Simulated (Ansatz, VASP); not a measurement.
Na in VASP and in Ansatz

```
Na
1.0
    -2.13141    2.15312    2.10437
     2.21081   -2.10390    2.13456
     2.13673    2.10922   -2.05516
Na
1
Direct
  0.00000 0.00000 0.00000
```

Alike in both runs: task single point; functional LDA; k mesh 9 × 9 × 9; occupations gaussian, width 0.01 eV; no spin polarisation.

|  | VASP | Ansatz |
| --- | --- | --- |
| version | VASP 6.6.1 | Ansatz 0.2.0 |
| potentials or method | VASP PAW LDA potentials, release 64 (Na_pv), cutoff 520 eV | all-electron LAPW, scalar-relativistic |

|  | VASP | Ansatz | Ansatz less VASP |
| --- | --- | --- | --- |
| gap on the k mesh at the Fermi level (eV) | none | none | - |
| pressure (GPa) | -1.1 | -1.1 | +0.02 |
| traceless stress, the component that is largest in VASP (GPa) | -0.20 | -0.20 | +0.001 |

LDA's correlation is that of Perdew and Zunger in VASP and of Perdew and Wang (1992) in Ansatz. A gap of «none» marks a metal or a gap that the smearing closes. Ansatz ran all-electron here, and VASP with PAW potentials.
